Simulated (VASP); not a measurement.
# Se in VASP: further runs

The runs below take Se through relaxation of cell and atoms, single point, with PBE.

Program: VASP 6.6.1. These are calculated values, not measurements. Logs are shortened: lines on timing, memory, paths and dates and some standing lists are left out, and cuts for length are marked.

### 1 The cell of the first run

It takes space group P6_3mc (No. 186, hexagonal). The conventional cell has a = 3.642 Å, b = 3.642 Å, c = 10.011 Å, α = 90.00°, β = 90.00°, γ = 120.00°. Se (site symmetry 3m) has 3 Se at 2.10 Å within 2.8 Å. Se (site symmetry 3m) has 3 Se at 2.10 Å within 2.8 Å.

### 2 Relaxation of cell and atoms, PBE

Contents of INCAR:

```
ALGO     = Normal         # electronic algorithm
EDIFF    = 1E-6           # SCF threshold, eV
EDIFFG   = -0.04          # ionic threshold
ENCUT    = 600            # plane-wave cutoff, eV
GGA      = PE             # functional
IBRION   = 2              # ionic algorithm
ISIF     = 3              # what is computed and relaxed
ISMEAR   = 0              # smearing method
LASPH    = T              # aspherical terms in the spheres
LCHARG   = F              # write CHGCAR
LREAL    = F              # projectors in reciprocal space
LWAVE    = F              # write WAVECAR
NELM     = 100            # most SCF steps
NSW      = 90             # ionic steps
PREC     = Accurate       # precision mode
SIGMA    = 0.1            # smearing width, eV
```

Contents of KPOINTS:

```
k-points
0
Gamma
  6 6 2
```

Contents of POSCAR:

```
Se
1.0
    3.6415298047      0.0000000000      0.0000000000
   -1.8207649024      3.1536573195      0.0000000000
    0.0000000000      0.0000000000     10.0105260254
Se
4
Direct
    0.0000000000      0.0000000000      0.0000000000
    0.0000000000      0.0000000000      0.5000000000
    0.3333333333      0.6666666667      0.0050000000
    0.6666666667      0.3333333333      0.5050000000
```

Potentials or basis: VASP PAW PBE potentials, release 64 (Se).

On the command line:

```bash
> cat potpaw_PBE.64/Se/POTCAR > POTCAR
> mpirun -np 1 vasp_std > vasp.out
```

OUTCAR:

```text
EDIFF = 1E-6
   EDIFFG = -0.04
   ENCUT = 600
   GGA = PE
   IBRION = 2
   ISIF = 3
   ISMEAR = 0
   LASPH = T
   LREAL = F
   NELM = 100
   NSW = 90
   PREC = Accurate

 ion  position               nearest neighbor table
   1  0.000  0.000  0.000-   3 2.10   3 2.10   3 2.10
   2  0.000  0.000  0.500-   4 2.10   4 2.10   4 2.10
   3  0.333  0.667  0.005-   1 2.10   1 2.10   1 2.10
   4  0.667  0.333  0.505-   2 2.10   2 2.10   2 2.10

  LATTYP: Found a hexagonal cell.
 ALAT       =     3.6415298047
 C/A-ratio  =     2.7489891783

  Lattice vectors:

 A1 = (   3.6415298047,   0.0000000000,   0.0000000000)
 A2 = (  -1.8207649024,   3.1536573195,   0.0000000000)
 A3 = (   0.0000000000,   0.0000000000,  10.0105260254)

Analysis of symmetry for initial positions (statically):
=====================================================================
 Subroutine PRICEL returns:
 Original cell was already a primitive cell.

 Routine SETGRP: Setting up the symmetry group for a
 hexagonal supercell.

 Subroutine GETGRP returns: Found 12 space group operations
 (whereof  6 operations were pure point group operations)
 out of a pool of 24 trial point group operations.

The static configuration has the point symmetry C_3v.
 The point group associated with its full space group is C_6v.

Analysis of symmetry for dynamics (positions and initial velocities):
=====================================================================
 Subroutine PRICEL returns:
 Original cell was already a primitive cell.

 Routine SETGRP: Setting up the symmetry group for a
 hexagonal supercell.

 Subroutine GETGRP returns: Found 12 space group operations
 (whereof  6 operations were pure point group operations)
 out of a pool of 24 trial point group operations.

The dynamic configuration has the point symmetry C_3v.
 The point group associated with its full space group is C_6v.

 Subroutine INISYM returns: Found 12 space group operations
 (whereof  6 operations are pure point group operations),
 and found     1 'primitive' translations

----------------------------------------------------------------------------------------

                                     Primitive cell

  volume of cell :     114.9623

  direct lattice vectors                    reciprocal lattice vectors
     3.641529805  0.000000000  0.000000000     0.274609863  0.158546078  0.000000000
    -1.820764902  3.153657320  0.000000000     0.000000000  0.317092156  0.000000000
     0.000000000  0.000000000 10.010526025     0.000000000  0.000000000  0.099894850

  length of vectors
     3.641529805  3.641529805 10.010526025     0.317092156  0.317092156  0.099894850

  position of ions in fractional coordinates (direct lattice)
     0.000000000  0.000000000  0.000000000
     0.000000000  0.000000000  0.500000000
     0.333333333  0.666666667  0.005000000
     0.666666667  0.333333333  0.505000000

  ion indices of the primitive-cell ions
   primitive index   ion index
                 1           1
                 2           2
                 3           3
                 4           4

----------------------------------------------------------------------------------------

 KPOINTS: k-points

Automatic generation of k-mesh.
 Grid dimensions read from file:
 generate k-points for:    6    6    2

 Generating k-lattice:

  Cartesian coordinates                     Fractional coordinates (reciprocal lattice)
     0.045768310  0.026424346  0.000000000     0.166666667 -0.000000000  0.000000000
     0.000000000  0.052848693  0.000000000     0.000000000  0.166666667  0.000000000
     0.000000000  0.000000000  0.049947425     0.000000000  0.000000000  0.500000000

  Length of vectors
     0.052848693  0.052848693  0.049947425

  Shift w.r.t. Gamma in fractional coordinates (k-lattice)
     0.000000000  0.000000000  0.000000000

 Subroutine IBZKPT returns following result:
 ===========================================

 Found     14 irreducible k-points:

 Following reciprocal coordinates:
            Coordinates               Weight
  0.000000  0.000000  0.000000      1.000000
  0.166667  0.000000  0.000000      6.000000
  0.333333  0.000000  0.000000      6.000000
  0.500000  0.000000  0.000000      3.000000
  0.166667  0.166667  0.000000      6.000000
  0.333333  0.166667  0.000000     12.000000
  0.333333  0.333333  0.000000      2.000000
  0.000000  0.000000  0.500000      1.000000
  0.166667  0.000000  0.500000      6.000000
  0.333333  0.000000  0.500000      6.000000
  0.500000  0.000000  0.500000      3.000000
  0.166667  0.166667  0.500000      6.000000
  0.333333  0.166667  0.500000     12.000000
  0.333333  0.333333  0.500000      2.000000
   k-points           NKPTS =     14   k-points in BZ     NKDIM =     14   number of bands    NBANDS=     16
   number of dos      NEDOS =    301   number of ions     NIONS =      4
   total plane-waves  NPLWV =  72000
   dimension x,y,z NGX =    30 NGY =   30 NGZ =   80
   dimension x,y,z NGXF=    60 NGYF=   60 NGZF=  160
   ions per type =               4
   NGX,Y,Z   is equivalent  to a cutoff of  13.70, 13.70, 13.29 a.u.
   NGXF,Y,Z  is equivalent  to a cutoff of  27.39, 27.39, 26.57 a.u.
 SYSTEM =  unknown system
   PREC   = accura    normal or accurate (medium, high low for compatibility)
   ISTART =      0    job   : 0-new  1-cont  2-samecut
   ICHARG =      2    charge: 1-file 2-atom 10-const
   ISPIN  =      1    spin polarized calculation?
   LNONCOLLINEAR =      F non collinear calculations
   LSORBIT =      F    spin-orbit coupling
   LASPH  =      T    aspherical Exc in radial PAW
   ENCUT  =  600.0 eV  44.10 Ry    6.64 a.u.   7.27  7.27 19.99*2*pi/ulx,y,z
   NELM   =    100;   NELMIN=  2; NELMDL= -5     # of ELM steps
   EDIFF  = 0.1E-05   stopping-criterion for ELM
   LREAL  =      F    real-space projection
   EDIFFG = -.4E-01   stopping-criterion for IOM
   NSW    =     90    number of steps for IOM
   IBRION =      2    ionic relax: 0-MD 1-quasi-New 2-CG
   NFREE  =      1    steps in history (QN), initial steepest desc. (CG)
   ISIF   =      3    stress and relaxation
   ISYM   =      2    0-nonsym 1-usesym 2-fastsym
   POTIM  = 0.5000    time-step for ionic-motion
   TEBEG  =    0.0;   TEEND  =   0.0 temperature during run
   PSTRESS=    0.0 pullay stress
   NELECT =      24.0000    total number of electrons
   NUPDOWN=      -1.0000    fix difference up-down
   EMIN   =  10.00;   EMAX   =-10.00  energy-range for DOS
   EFERMI =   0.00;   METHOD = LEGACY
   ISMEAR =     0;   SIGMA  =   0.10  broadening in eV -4-tet -1-fermi 0-gaus
   EFERMI_NEDOS =   21; number of points for ismear=-14 and -15
   IALGO  =     38    algorithm
   IMIX   =      4    mixing-type and parameters
     AMIX     =   0.40;   BMIX     =  1.00
     AMIX_MAG =   1.60;   BMIX_MAG =  1.00
  volume/ion in A,a.u.               =      28.74       193.95
  Fermi-wavevector in a.u.,A,eV,Ry     =   0.971166  1.835238 12.832518  0.943163
  Thomas-Fermi vector in A             =   2.101361
   LORBIT       =      0    0 simple, 1 ext, 2 COOP (PROOUT), +10 PAW based schemes
   GGA     = PE    functional components
   LHFCALC =     F    Hartree Fock is set to
   AEXX    =    0.0000 exact exchange contribution
   IVDW    =     0    specifies the selected vdW correction
   LEPSILON=     F    determine dielectric tensor
   LRPA    =     F    only Hartree local field effects (RPA)
 conjugate gradient relaxation of ions
 non-spin polarized calculation
 Gauss-broadening in eV      SIGMA  =   0.10
  energy-cutoff  :      600.00
  volume of cell :      114.96
 maximum number of plane-waves:      3873
 NGX is ok and might be reduce to    30
   NGX = 15   NGY = 15   NGZ = 39

--------------------------------------- Ionic step        1  -------------------------------------------

 number of electron      24.0000000 magnetization

 Free energy of the ion-electron system (eV)
  ---------------------------------------------------
  ext. energy  EPLUGINS =         0.00000000
  ---------------------------------------------------
  free energy    TOTEN  =        -3.60127745 eV

  energy without entropy =       -3.57736816  energy(sigma->0) =       -3.58932280

------------------------ aborting loop because EDIFF is reached ----------------------------------------

  FORCE on cell =-STRESS in cart. coord.  units (eV):
  Direction    XX          YY          ZZ          XY          YZ          ZX
  --------------------------------------------------------------------------------------
  -------------------------------------------------------------------------------------
  Total       52.2941002     52.2941002     -0.0106170     -0.0000000      0.0000000      0.0000000
  in kB      728.7994043    728.7994043     -0.1479638     -0.0000000      0.0000000      0.0000000
  external PRESSURE =     485.8169483 kB  Pullay stress =       0.0000000 kB
[... 95 lines left out ...]
  FREE ENERGIE OF THE ION-ELECTRON SYSTEM (eV)
  ---------------------------------------------------
  free  energy   TOTEN  =       -12.0057371677 eV

  energy  without entropy=      -11.9647826662  energy(sigma->0) =      -11.98525992

 E-fermi :  -0.1000     XC(G=0):  -6.6708

 val. band max:       -0.1663378134   @ k =   0.1667   0.0000   0.0000
 cond. band min:       0.1521578748   @ k =   0.0000   0.0000   0.0000
 fundamental gap:      0.3184956882
 Fermi energy:        -0.0999514343

 k-point     1 :       0.0000    0.0000    0.0000
  band No.  band energies     occupation
      1     -15.1264      2.00000
      2     -15.1082      2.00000
      3     -10.0852      2.00000
      4     -10.0796      2.00000
      5      -4.3941      2.00000
      6      -4.3941      2.00000
[... 8 lines left out ...]
     15       0.3513      0.00000
     16       0.4616      0.00000
[... 230 lines left out ...]
  band No.  band energies     occupation
      1     -13.2553      2.00000
      2     -13.2553      2.00000
      3     -13.2520      2.00000
      4     -13.2520      2.00000
      5      -5.8321      2.00000
      6      -5.8321      2.00000
[... 8 lines left out ...]
     15       3.3553      0.00000
     16       3.3553      0.00000

[... ionic steps 4 to 19 ...]

--------------------------------------- Ionic step       20  -------------------------------------------

 number of electron      23.9999997 magnetization

------------------------ aborting loop because EDIFF is reached ----------------------------------------

  FORCE on cell =-STRESS in cart. coord.  units (eV):
  Direction    XX          YY          ZZ          XY          YZ          ZX
  --------------------------------------------------------------------------------------
  -------------------------------------------------------------------------------------
  Total        0.0849452      0.0849452     -0.1692241     -0.0000000      0.0000000      0.0000000
  in kB        0.8589071      0.8589071     -1.7110773     -0.0000000      0.0000000      0.0000000
  external PRESSURE =       0.0022456 kB  Pullay stress =       0.0000000 kB
[... 61 lines left out ...]
  energy  without entropy=      -12.8712690423  energy(sigma->0) =      -12.87365970

--------------------------------------- Ionic step       22  -------------------------------------------

 number of electron      23.9999998 magnetization

 Free energy of the ion-electron system (eV)
  ---------------------------------------------------
  ext. energy  EPLUGINS =         0.00000000
  ---------------------------------------------------
  free energy    TOTEN  =       -12.87641736 eV

  energy without entropy =      -12.87165791  energy(sigma->0) =      -12.87403763

 E-fermi :   0.7470     XC(G=0):  -7.0029

 val. band max:        0.6668351686   @ k =   0.0000   0.0000   0.0000
 cond. band min:       0.8320576607   @ k =   0.1667   0.0000   0.0000
 fundamental gap:      0.1652224920
 Fermi energy:         0.7469567372

 k-point     1 :       0.0000    0.0000    0.0000
  band No.  band energies     occupation
      1     -14.8313      2.00000
      2     -14.8042      2.00000
      3      -9.6626      2.00000
      4      -9.6191      2.00000
      5      -3.7461      2.00000
      6      -3.7461      2.00000
[... 8 lines left out ...]
     15       0.6668      1.74282
     16       0.6668      1.74282
[... 276 lines left out ...]
  FREE ENERGIE OF THE ION-ELECTRON SYSTEM (eV)
  ---------------------------------------------------
  free  energy   TOTEN  =       -12.8764173568 eV

  energy  without entropy=      -12.8716579111  energy(sigma->0) =      -12.87403763

 reached required accuracy - stopping structural energy minimisation
```

Run time: 12 min. Hardware: 1 thread of AMD EPYC 7R13, shared host; peak memory 0.23 GiB.

Results:

| Property | Result |
| --- | --- |
| Free energy | -12.8764 eV |
| Relaxed volume | 39.59 Å³/atom |
| Relaxed cell | a = 4.304 Å, b = 4.304 Å, c = 9.873 Å, α = 90.00°, β = 90.00°, γ = 120.00° |
| Space group after relaxing (to 0.1 Å) | P6_3mc (No. 186) |
| Energy gained by relaxing | 2318.8 meV/atom |
| Ionic steps | 22 |
| Pressure after relaxing | 0.0 GPa |
| Largest force after relaxing | 0.010 eV/Å |

Forces in eV/Å, atoms in the order of the input:
```
Se   0.000  0.000  0.010
Se   0.000  0.000  0.010
Se   0.000  0.000 -0.010
Se   0.000  0.000 -0.010
```

Stress tensor (GPa, compression positive):
```
 0.04  0.00  0.00
 0.00  0.04  0.00
 0.00  0.00 -0.15
```

Step by step:
| step | energy change (eV) | largest force (eV/Å) | pressure (GPa) | volume (Å³) |
| --- | --- | --- | --- | --- |
| 1 | 0.0000 | 0.7902 | 48.58 | 114.96 |
| 2 | -3.0893 | 0.0223 | -4.28 | 305.67 |
| 3 | -8.4045 | 0.3671 | -2.32 | 182.67 |
| 4 | -8.4932 | 0.3735 | -1.36 | 177.46 |
| 5 | -8.5298 | 0.3864 | 0.12 | 171.10 |
| 6 | -8.5297 | 0.3833 | -0.20 | 172.34 |
| 7 | -8.5599 | 0.5368 | -0.20 | 172.21 |
| 8 | -8.7004 | 0.8399 | -0.16 | 171.83 |
| 9 | -9.0050 | 0.6262 | -0.44 | 171.06 |
| 10 | -9.0695 | 0.7750 | -2.95 | 169.54 |
| 11 | -9.1589 | 0.1975 | -1.45 | 170.36 |
| 12 | -9.1740 | 0.0565 | -2.01 | 170.08 |
| 13 | -9.1875 | 0.1125 | -1.99 | 169.13 |
| 14 | -9.2112 | 0.3228 | -1.86 | 166.30 |
| 15 | -9.2124 | 0.3944 | -1.80 | 165.47 |
| 16 | -9.2320 | 0.3339 | -1.51 | 164.21 |
| 17 | -9.2691 | 0.1429 | -0.57 | 160.48 |
| 18 | -9.2328 | 0.2840 | 1.74 | 153.17 |
| 19 | -9.2746 | 0.0399 | -0.04 | 158.59 |
| 20 | -9.2746 | 0.0322 | 0.00 | 158.45 |
| 21 | -9.2748 | 0.0266 | 0.00 | 158.43 |
| 22 | -9.2751 | 0.0101 | -0.02 | 158.36 |

Final structure:
```
Se
1.0
     4.30371    0.00000    0.00000
    -2.15186    3.72713    0.00000
     0.00000    0.00000    9.87258
Se
4
Direct
  0.00000 0.00000 0.96736
  0.00000 0.00000 0.46736
  0.33333 0.66667 0.03764
  0.66667 0.33333 0.53764
```

Levels at points of the mesh, in eV from the Fermi level:
```csv
k point,band 8,band 9,band 10,band 11,band 12,band 13,band 14,band 15,band 16
"(0.00, 0.00, 0.00)",-4.48,-3.65,-3.10,-0.71,-0.27,-0.12,-0.12,-0.08,-0.08
"(0.50, 0.00, 0.00)",-4.30,-2.38,-2.30,-1.80,-1.61,2.04,2.05,2.10,2.20
"(0.00, 0.00, 0.50)",-4.49,-3.41,-3.41,-0.44,-0.44,-0.10,-0.10,-0.10,-0.10
"(0.50, 0.00, 0.50)",-4.34,-2.35,-2.35,-1.70,-1.70,2.08,2.08,2.13,2.13
```

Caveat: the volume moved by over 15 % at a fixed basis, so the end points are rough; the highest band is partly filled, so the run has too few bands; this functional lacks dispersion, which binds layers or chains, so the pressure and a relaxed spacing across them are unreliable.

[end of part 1 of 2]
